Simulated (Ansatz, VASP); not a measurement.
**C in VASP and in Ansatz**

```
CELL_PARAMETERS angstrom
2.46497 0.00000 0.00000
-1.23249 2.13473 0.00000
0.00000 0.00000 6.74417
ATOMIC_POSITIONS crystal
C 0.00000 0.00000 0.25000
C 0.00000 0.00000 0.75000
C 0.33333 0.66667 0.25000
C 0.66667 0.33333 0.75000
```

Alike in both runs: functional PBE; dispersion D3(BJ); k mesh 21 × 21 × 6; occupations gaussian, width 0.1 eV; no spin polarisation.

Ansatz relaxed the structure, and its values are those at the end. VASP's run is a single point on that final structure, the one shown.

|  | VASP | Ansatz |
| --- | --- | --- |
| version | VASP 6.6.1 | Ansatz 0.2.0 |
| potentials or method | VASP PAW PBE potentials, release 64 (C), cutoff 520 eV | scalar-relativistic, plane waves, PAW |
| valence electrons in the cell | 16 | 16 |

VASP gave:

- gap on the k mesh at the Fermi level (eV): none
- pressure (GPa): 0.4

Q: Which values does Ansatz return?

A: gap on the k mesh at the Fermi level (eV): none; pressure (GPa): 0.0.

A gap of «none» marks a metal or a gap that the smearing closes.
